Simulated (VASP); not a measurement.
Wanted: the native input for a VASP 6.6.1 run.

| Property | Result |
| --- | --- |
| Task | single point |
| Functional | PBE |
| Potentials or basis | VASP PAW PBE potentials, release 64 (Si, Ni) |
| Cutoff | 520 eV |
| k mesh | 14 × 14 × 14 |
| Occupations | gaussian, width 0.15 eV |
| Spin | collinear spin, ferromagnetic start |
| Starting moments | [0.0, 0.0, 0.75] μB |
| Fixed moment | 0.75 μB |
| Dipole correction | no |
| Further INCAR settings | ALGO = Normal; EDIFF = 1e-06; NBANDS = 20 |

The structure of Si2Ni lies in POSCAR:

```
Si2Ni
1.0
    0.0000000000      2.8279930165      2.8279930165
    2.8279930165      0.0000000000      2.8279930165
    2.8279930165      2.8279930165      0.0000000000
Si Ni
2 1
Direct
    0.2500000000      0.2500000000      0.2500000000
    0.7500000000      0.7500000000      0.7500000000
    0.0000000000      0.0000000000      0.0000000000
```

One way to write it, as run:

INCAR

```
PREC = Accurate
ENCUT = 520
EDIFF = 1E-6
ISMEAR = 0
SIGMA = 0.15
LREAL = F
LASPH = T
NELM = 150
ALGO = Normal
ISIF = 2
LWAVE = F
LCHARG = F
ISPIN = 2
MAGMOM = 0 0 0.75
LORBIT = 11
NUPDOWN = 0.75
LMAXMIX = 4
GGA = PE
NBANDS = 20
```

KPOINTS

```
regular mesh
0
Gamma
  14 14 14
```

Potentials or basis: VASP PAW PBE potentials, release 64 (Si, Ni).

Run with:

```bash
$ cat potpaw_PBE.64/Si/POTCAR potpaw_PBE.64/Ni/POTCAR > POTCAR
$ mpirun -np 1 vasp_std > vasp.out
```

Results of the run:

```yaml
Pressure: -11.1 GPa
Net_moment: 0.75 μB per cell
Site_moments: Si +0.09; Ni +0.36 μB
Valence_electrons_inside_the_program's_atomic_spheres: Si 1.53; Ni 9.49
```

Caveat: the total moment is fixed, so each spin has its own Fermi level.

Run time: 110 s on 1 thread of Intel(R) Xeon(R) 6975P-C (Granite Rapids) (shared host), peak memory 0.28 GiB.
